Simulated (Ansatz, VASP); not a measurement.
**One calculation of AlN, two programs**

File INCAR:

```
SYSTEM = AlN
  PREC = Accurate
  ENCUT = 520
  EDIFF = 1E-6
  ISMEAR = -1
  SIGMA = 0.02
  LREAL = .False.
  LASPH = .True.
  NELM = 100
  ALGO = Normal
  ISIF = 2
  LWAVE = .False.
  LCHARG = .False.
  NBANDS = 11
```

The input KPOINTS:

```
regular mesh
0
Gamma
  10 10 10
  0 0 0
```

File POSCAR:

```
AlN
1.0
    0.0000000000      1.9613773654      1.9613773654
    1.9613773654      0.0000000000      1.9613773654
    1.9613773654      1.9613773654      0.0000000000
Al N
1 1
Direct
    0.0000000000      0.0000000000      0.0000000000
    0.5000000000      0.5000000000      0.5000000000
```

Input for Ansatz:

```yaml
crystal:
  lattice:
    - [0.0, 1.9613773654, 1.9613773654]
    - [1.9613773654, 0.0, 1.9613773654]
    - [1.9613773654, 1.9613773654, 0.0]
  atoms:
    - { symbol: Al, position: [0.0, 0.0, 0.0] }
    - { symbol: "N", position: [0.5, 0.5, 0.5] }
kpoints:
  mp_grid: { grid: [10, 10, 10] }
scf:
  occupations: { method: fermi_dirac, width: 0.02 }
hamiltonian:
  xc: lda
  pseudopotentials: { kind: all_electron, lapw: { basis_error: 0.001 } }
output:
  forces: true
  stress: true
  eigenvalues: true
```

Change from the starting cell: volume scaled by 0.975.

Alike in both runs: task single point; functional LDA; k mesh 10 × 10 × 10; occupations fermi-dirac, width 0.02 eV; no spin polarisation.

|  | VASP | Ansatz |
| --- | --- | --- |
| version | VASP 6.6.1 | Ansatz 0.2.0 |
| potentials or method | VASP PAW LDA potentials, release 64 (Al, N), cutoff 520 eV | all-electron LAPW, scalar-relativistic |

Ansatz gave:

```
gap on the k mesh at the Fermi level (eV) : 5.04
pressure (GPa)                            : 21.1
```

Problem. Which values does VASP return?

Solution. gap on the k mesh at the Fermi level (eV): 5.01; pressure (GPa): 22.0.

LDA's correlation is that of Perdew and Zunger in VASP and of Perdew and Wang (1992) in Ansatz. Ansatz ran all-electron here, and VASP with PAW potentials.
